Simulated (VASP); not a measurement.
# SbTeS (P4/mmm) in VASP: notebook

SbTeS is run at these levels: PBE; tasks: single point, relaxation of cell and atoms.

Program: VASP 6.6.1. These are calculated values, not measurements. Logs are shortened: lines on timing, memory, paths and dates and some standing lists are left out, and cuts for length are marked.

## Step 1: The cell of the first run

The structure is tetragonal, space group P4/mmm (No. 123). Conventional cell: a = 4.212 Å, b = 4.212 Å, c = 4.442 Å, α = 90.00°, β = 90.00°, γ = 90.00°. Within 2.9 Å of Sb (site symmetry 4/mmm) lie 2 Te at 2.22 Å. Te (site symmetry 4/mmm) has 2 Sb at 2.22 Å within 2.9 Å. S (site symmetry 4/mmm) has 4 Te at 2.98 Å and 8 Sb at 3.72 Å within 3.9 Å.

## Step 2: Single point, PBE

INCAR

```
  ALGO = Normal
  EDIFF = 1E-6
  ENCUT = 520
  GGA = PE
  ISIF = 2
  ISMEAR = 0
  LASPH = True
  LCHARG = True
  LELF = True
  LREAL = False
  LVHAR = True
  LWAVE = False
  NBANDS = 16
  NELM = 100
  PREC = Accurate
  SIGMA = 0.1
```

KPOINTS

```
k-points
0
Gamma
  4 4 4
```

POSCAR

```
SbTeS
1.0
    4.2116018500      0.0000000000      0.0000000000
    0.0000000000      4.2116018500      0.0000000000
    0.0000000000      0.0000000000      4.4419589800
Sb Te S
1 1 1
Direct
    0.5000000000      0.5000000000      0.5000000000
    0.5000000000      0.5000000000      0.0000000000
    0.0000000000      0.0000000000      0.0000000000
```

Potentials or basis: VASP PAW PBE potentials, release 64 (Sb, Te, S).

Launch:

```console
cat potpaw_PBE.64/Sb/POTCAR potpaw_PBE.64/Te/POTCAR potpaw_PBE.64/S/POTCAR > POTCAR
mpirun -np 1 vasp_std > vasp.out
```

OUTCAR:

```text
EDIFF = 1E-6
   ENCUT = 520
   GGA = PE
   ISIF = 2
   ISMEAR = 0
   LASPH = True
   LREAL = False
   NELM = 100
   PREC = Accurate

 ion  position               nearest neighbor table
   1  0.500  0.500  0.500-   2 2.22   2 2.22
   2  0.500  0.500  0.000-   1 2.22   1 2.22   3 2.98   3 2.98   3 2.98   3 2.98
   3  0.000  0.000  0.000-   2 2.98   2 2.98   2 2.98   2 2.98

  LATTYP: Found a simple tetragonal cell.
 ALAT       =     4.2116018500
 C/A-ratio  =     1.0546958469

  Lattice vectors:

 A1 = (   4.2116018500,   0.0000000000,   0.0000000000)
 A2 = (   0.0000000000,   4.2116018500,   0.0000000000)
 A3 = (   0.0000000000,   0.0000000000,   4.4419589800)

Analysis of symmetry for initial positions (statically):
=====================================================================
 Subroutine PRICEL returns:
 Original cell was already a primitive cell.

 Routine SETGRP: Setting up the symmetry group for a
 simple tetragonal supercell.

 Subroutine GETGRP returns: Found 16 space group operations
 (whereof 16 operations were pure point group operations)
 out of a pool of 16 trial point group operations.

The static configuration has the point symmetry D_4h.

Analysis of symmetry for dynamics (positions and initial velocities):
=====================================================================
 Subroutine PRICEL returns:
 Original cell was already a primitive cell.

 Routine SETGRP: Setting up the symmetry group for a
 simple tetragonal supercell.

 Subroutine GETGRP returns: Found 16 space group operations
 (whereof 16 operations were pure point group operations)
 out of a pool of 16 trial point group operations.

The dynamic configuration has the point symmetry D_4h.

 Subroutine INISYM returns: Found 16 space group operations
 (whereof 16 operations are pure point group operations),
 and found     1 'primitive' translations

----------------------------------------------------------------------------------------

                                     Primitive cell

  volume of cell :      78.7896

  direct lattice vectors                    reciprocal lattice vectors
     4.211601850  0.000000000  0.000000000     0.237439349  0.000000000  0.000000000
     0.000000000  4.211601850  0.000000000     0.000000000  0.237439349  0.000000000
     0.000000000  0.000000000  4.441958980     0.000000000  0.000000000  0.225125897

  length of vectors
     4.211601850  4.211601850  4.441958980     0.237439349  0.237439349  0.225125897

  position of ions in fractional coordinates (direct lattice)
     0.500000000  0.500000000  0.500000000
     0.500000000  0.500000000  0.000000000
     0.000000000  0.000000000  0.000000000

  ion indices of the primitive-cell ions
   primitive index   ion index
                 1           1
                 2           2
                 3           3

----------------------------------------------------------------------------------------

 KPOINTS: k-points

Automatic generation of k-mesh.
 Grid dimensions read from file:
 generate k-points for:    4    4    4

 Generating k-lattice:

  Cartesian coordinates                     Fractional coordinates (reciprocal lattice)
     0.059359837  0.000000000  0.000000000     0.250000000  0.000000000  0.000000000
     0.000000000  0.059359837  0.000000000     0.000000000  0.250000000  0.000000000
     0.000000000  0.000000000  0.056281474     0.000000000  0.000000000  0.250000000

  Length of vectors
     0.059359837  0.059359837  0.056281474

  Shift w.r.t. Gamma in fractional coordinates (k-lattice)
     0.000000000  0.000000000  0.000000000

 Subroutine IBZKPT returns following result:
 ===========================================

 Found     18 irreducible k-points:

 Following reciprocal coordinates:
            Coordinates               Weight
  0.000000  0.000000  0.000000      1.000000
  0.250000  0.000000  0.000000      4.000000
  0.500000  0.000000  0.000000      2.000000
  0.250000  0.250000  0.000000      4.000000
  0.500000  0.250000  0.000000      4.000000
  0.500000  0.500000  0.000000      1.000000
[... 10 lines left out ...]
  0.500000  0.250000  0.500000      4.000000
  0.500000  0.500000  0.500000      1.000000
   k-points           NKPTS =     18   k-points in BZ     NKDIM =     18   number of bands    NBANDS=     16
   number of dos      NEDOS =    301   number of ions     NIONS =      3
   total plane-waves  NPLWV =  36864
   dimension x,y,z NGX =    32 NGY =   32 NGZ =   36
   dimension x,y,z NGXF=    64 NGYF=   64 NGZF=   72
   ions per type =               1   1   1
   NGX,Y,Z   is equivalent  to a cutoff of  12.63, 12.63, 13.47 a.u.
   NGXF,Y,Z  is equivalent  to a cutoff of  25.26, 25.26, 26.95 a.u.
 SYSTEM =  unknown system
   PREC   = accura    normal or accurate (medium, high low for compatibility)
   ISTART =      0    job   : 0-new  1-cont  2-samecut
   ICHARG =      2    charge: 1-file 2-atom 10-const
   ISPIN  =      1    spin polarized calculation?
   LNONCOLLINEAR =      F non collinear calculations
   LSORBIT =      F    spin-orbit coupling
   LASPH  =      T    aspherical Exc in radial PAW
   ENCUT  =  520.0 eV  38.22 Ry    6.18 a.u.   7.83  7.83  8.26*2*pi/ulx,y,z
   NELM   =    100;   NELMIN=  2; NELMDL= -5     # of ELM steps
   EDIFF  = 0.1E-05   stopping-criterion for ELM
   LREAL  =      F    real-space projection
   EDIFFG = 0.1E-04   stopping-criterion for IOM
   NSW    =      0    number of steps for IOM
   IBRION =     -1    ionic relax: 0-MD 1-quasi-New 2-CG
   NFREE  =      0    steps in history (QN), initial steepest desc. (CG)
   ISIF   =      2    stress and relaxation
   ISYM   =      2    0-nonsym 1-usesym 2-fastsym
   POTIM  = 0.5000    time-step for ionic-motion
   TEBEG  =    0.0;   TEEND  =   0.0 temperature during run
   PSTRESS=    0.0 pullay stress
   NELECT =      17.0000    total number of electrons
   NUPDOWN=      -1.0000    fix difference up-down
   EMIN   =  10.00;   EMAX   =-10.00  energy-range for DOS
   EFERMI =   0.00;   METHOD = LEGACY
   ISMEAR =     0;   SIGMA  =   0.10  broadening in eV -4-tet -1-fermi 0-gaus
   EFERMI_NEDOS =   21; number of points for ismear=-14 and -15
   IALGO  =     38    algorithm
   IMIX   =      4    mixing-type and parameters
     AMIX     =   0.40;   BMIX     =  1.00
     AMIX_MAG =   1.60;   BMIX_MAG =  1.00
  volume/ion in A,a.u.               =      26.26       177.23
  Fermi-wavevector in a.u.,A,eV,Ry     =   0.981902  1.855525 13.117802  0.964131
  Thomas-Fermi vector in A             =   2.112944
   LORBIT       =      0    0 simple, 1 ext, 2 COOP (PROOUT), +10 PAW based schemes
   GGA     = PE    functional components
   LHFCALC =     F    Hartree Fock is set to
   AEXX    =    0.0000 exact exchange contribution
   IVDW    =     0    specifies the selected vdW correction
   LEPSILON=     F    determine dielectric tensor
   LRPA    =     F    only Hartree local field effects (RPA)
 non-spin polarized calculation
 Gauss-broadening in eV      SIGMA  =   0.10
  energy-cutoff  :      520.00
  volume of cell :       78.79
 maximum number of plane-waves:      2144
 NGX is ok and might be reduce to    32
   NGX = 15   NGY = 15   NGZ = 17

 number of electron      17.0000002 magnetization

 Free energy of the ion-electron system (eV)
  ---------------------------------------------------
  ext. energy  EPLUGINS =         0.00000000
  ---------------------------------------------------
  free energy    TOTEN  =        -3.79080234 eV

  energy without entropy =       -3.76763025  energy(sigma->0) =       -3.77921630

 E-fermi :   6.3847     XC(G=0):  -9.5125

 val. band max:        6.3417330837   @ k =   0.2500   0.0000   0.5000
 cond. band min:       6.3907222542   @ k =   0.5000   0.0000   0.5000
 fundamental gap:      0.0489891705
 Fermi energy:         6.3847292420

 k-point     1 :       0.0000    0.0000    0.0000
  band No.  band energies     occupation
      1      -8.9267      2.00000
      2      -4.6240      2.00000
      3      -1.2742      2.00000
      4       1.5530      2.00000
      5       1.5739      2.00000
      6       1.5739      2.00000
[... 8 lines left out ...]
     15      13.1365      0.00000
     16      13.5062      0.00000

 k-point     2 :       0.2500    0.0000    0.0000
  band No.  band energies     occupation
      1      -8.6673      2.00000
      2      -5.1363      2.00000
      3      -1.1737      2.00000
      4       1.2203      2.00000
      5       1.9892      2.00000
      6       2.2871      2.00000
[... 8 lines left out ...]
     15      13.4829      0.00000
     16      15.3097      0.00000

 k-point     3 :       0.5000    0.0000    0.0000
  band No.  band energies     occupation
      1      -8.3238      2.00000
      2      -5.7255      2.00000
      3      -1.0669      2.00000
      4       1.5513      2.00000
      5       2.2819      2.00000
      6       2.7118      2.00000
[... 8 lines left out ...]
     15      14.4032      0.00000
     16      15.0873      0.00000

 k-point     4 :       0.2500    0.2500    0.0000
  band No.  band energies     occupation
      1      -8.4543      2.00000
      2      -5.2930      2.00000
      3      -1.0892      2.00000
      4       0.6192      2.00000
      5       1.6446      2.00000
      6       2.3695      2.00000
[... 8 lines left out ...]
     15      13.4034      0.00000
     16      14.8427      0.00000
[... 210 lines left out ...]
 k-point    16 :       0.2500    0.2500    0.5000
  band No.  band energies     occupation
      1      -7.5336      2.00000
      2      -5.1750      2.00000
      3      -5.0735      2.00000
      4       1.5024      2.00000
      5       3.4399      2.00000
      6       3.6562      2.00000
[... 8 lines left out ...]
     15      14.5267      0.00000
     16      15.0383      0.00000

 k-point    17 :       0.5000    0.2500    0.5000
  band No.  band energies     occupation
      1      -7.1801      2.00000
      2      -5.4333      2.00000
      3      -5.0448      2.00000
      4       1.8110      2.00000
      5       1.8257      2.00000
      6       3.0445      2.00000
[... 8 lines left out ...]
     15      15.5171      0.00000
     16      16.7304      0.00000

 k-point    18 :       0.5000    0.5000    0.5000
  band No.  band energies     occupation
      1      -7.0365      2.00000
      2      -5.2459      2.00000
      3      -4.9269      2.00000
      4       0.8179      2.00000
      5       0.8179      2.00000
      6       4.1597      2.00000
[... 8 lines left out ...]
     15      17.2702      0.00000
     16      17.2702      0.00000

------------------------ aborting loop because EDIFF is reached ----------------------------------------

  FORCE on cell =-STRESS in cart. coord.  units (eV):
  Direction    XX          YY          ZZ          XY          YZ          ZX
  --------------------------------------------------------------------------------------
  -------------------------------------------------------------------------------------
  Total       -0.8275478     -0.8275478     59.8440943      0.0000000      0.0000000      0.0000000
  in kB      -16.8280784    -16.8280784   1216.9219421      0.0000000      0.0000000      0.0000000
  external PRESSURE =     394.4219284 kB  Pullay stress =       0.0000000 kB

 VOLUME and BASIS-vectors are now :
 -----------------------------------------------------------------------------
  energy-cutoff  :      520.00
  volume of cell :       78.79
      direct lattice vectors                 reciprocal lattice vectors
     4.211601850  0.000000000  0.000000000     0.237439349  0.000000000  0.000000000
     0.000000000  4.211601850  0.000000000     0.000000000  0.237439349  0.000000000
     0.000000000  0.000000000  4.441958980     0.000000000  0.000000000  0.225125897

 POSITION                                       TOTAL-FORCE (eV/Angst)
 -----------------------------------------------------------------------------------
      2.10580      2.10580      2.22098         0.000000      0.000000      0.000000
      2.10580      2.10580      0.00000         0.000000      0.000000      0.000000
      0.00000      0.00000      0.00000         0.000000      0.000000      0.000000
 -----------------------------------------------------------------------------------
    total drift:                                0.000000     -0.000000      0.000000

  FREE ENERGIE OF THE ION-ELECTRON SYSTEM (eV)
  ---------------------------------------------------
  free  energy   TOTEN  =        -3.7908023428 eV

  energy  without entropy=       -3.7676302506  energy(sigma->0) =       -3.77921630
```

It took 17 s on 1 thread of Intel Xeon Platinum 8375C at 2.90GHz (Ice Lake), shared host; peak memory 0.19 GiB.

What came out:

```
Free energy : -3.7908 eV
Pressure    : 39.4 GPa
```

Levels at points of the mesh, in eV from the Fermi level:
| k point | band 5 | band 6 | band 7 | band 8 | band 9 | band 10 | band 11 | band 12 |
| --- | --- | --- | --- | --- | --- | --- | --- | --- |
| (0.00, 0.00, 0.00) | -4.81 | -4.81 | -0.98 | 0.17 | 0.17 | 2.74 | 3.96 | 3.96 |
| (0.50, 0.00, 0.00) | -4.10 | -3.67 | -2.02 | -1.58 | -1.45 | 1.35 | 3.70 | 6.57 |
| (0.50, 0.50, 0.00) | -6.46 | -4.20 | -1.14 | 0.04 | 0.04 | 3.42 | 3.42 | 4.56 |
| (0.00, 0.00, 0.50) | -3.95 | -1.74 | -0.37 | -0.37 | 1.44 | 1.44 | 3.67 | 3.68 |
| (0.50, 0.00, 0.50) | -2.33 | -2.19 | -1.91 | -1.87 | 0.01 | 0.54 | 4.02 | 5.38 |
| (0.50, 0.50, 0.50) | -5.57 | -2.23 | -2.23 | -2.00 | 2.49 | 2.49 | 5.03 | 5.06 |

Caveat: the k points lie up to 0.37 Å⁻¹ apart; spin-orbit coupling is left out, which moves the levels of the heavy elements.

[end of part 1 of 2]
